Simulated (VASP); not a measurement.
Here is a VASP 6.6.1 calculation.

Contents of INCAR:

```
ALGO = Normal
EDIFF = 1E-6
ENCUT = 520
ISIF = 2
ISMEAR = 0
LASPH = True
LCHARG = False
LREAL = False
LWAVE = False
NBANDS = 15
NELM = 80
PREC = Accurate
SIGMA = 0.05
```

File KPOINTS:

```
k-points
0
Gamma
  8 8 8
```

File POSCAR:

```
KF
1.0
    0.0558068642      2.6236073634      2.6236073634
    2.6236073634      0.0558068642      2.6236073634
    2.6236073634      2.6236073634      0.0558068642
K F
1 1
Direct
    0.0000000000      0.0000000000      0.0000000000
    0.5000000000      0.5000000000      0.5000000000
```

Potentials or basis: VASP PAW LDA potentials, release 64 (K_sv, F).

Launch:

```sh
$ cat potpaw_LDA.64/K_sv/POTCAR potpaw_LDA.64/F/POTCAR > POTCAR
$ mpirun -np 1 vasp_std > vasp.out
```

Task: Estimate the band gap on the k mesh.

Result: 6.24 eV, direct.

Task: Estimate the pressure.

Result: -0.5 GPa.

Stress tensor (GPa, compression positive):
```
-0.50 -0.31 -0.31
-0.31 -0.50 -0.31
-0.31 -0.31 -0.50
```

A k mesh can miss the band edges. A hybrid or GW would open this gap; LDA tends to underestimate it.
